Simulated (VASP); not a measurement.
Set up this calculation in VASP 6.6.1, as the native input.

* Task: single point
* Functional: PBEsol
* Potentials or basis: VASP PAW PBE potentials, release 64 (Re)
* Cutoff: 520 eV
* k mesh: 21 × 21 × 12
* Occupations: gaussian, width 0.15 eV
* Spin: no spin polarisation
* Dipole correction: no
* Further INCAR settings: ALGO = Normal; EDIFF = 1e-06; NBANDS = 14

The structure of Re lies in POSCAR:

```
Re
1.0
    2.9192748896      0.0000000000      0.0000000000
   -1.4596374448      2.5281662150      0.0000000000
    0.0000000000      0.0000000000      4.0142168672
Re
2
Direct
    0.3333333333      0.6666666667      0.2500000000
    0.6666666667      0.3333333333      0.7500000000
```

This cell differs from its parent crystal: ratio of the length along z to the lengths across it x 0.85, volume and fractional coordinates fixed.

These files were run (other wordings do the same):

INCAR

```
SYSTEM = Re
PREC = Accurate ; ENCUT = 520
EDIFF = 1E-6 ; ISMEAR = 0
SIGMA = 0.15 ; LREAL = .FALSE.
LASPH = .TRUE. ; NELM = 60
ALGO = Normal ; ISIF = 2
LWAVE = .FALSE. ; LCHARG = .TRUE.
GGA = PS ; LELF = .TRUE.
LVHAR = .TRUE. ; NBANDS = 14
```

KPOINTS

```
Automatic mesh
0
G
  21 21 12
  0 0 0
```

Potentials or basis: VASP PAW PBE potentials, release 64 (Re).

Run with:

```console
$ cat potpaw_PBE.64/Re/POTCAR > POTCAR
$ mpirun -np 1 vasp_std > vasp.out
```

Results of the run:

| Quantity | Value |
| --- | --- |
| Pressure | 1.7 GPa |
| Band gap on the k mesh | zero (band 7 reaches 9.14 eV, above the bottom of band 8 at 6.23 eV) |

Caveat: the PAW data sets were made with another functional, which shifts forces and pressure a little; spin-orbit coupling is left out, which moves the levels of the heavy elements.

Wall time 3 min on 1 thread of Oxide Virtual Turin-like Processor (shared host), peak memory 0.21 GiB.
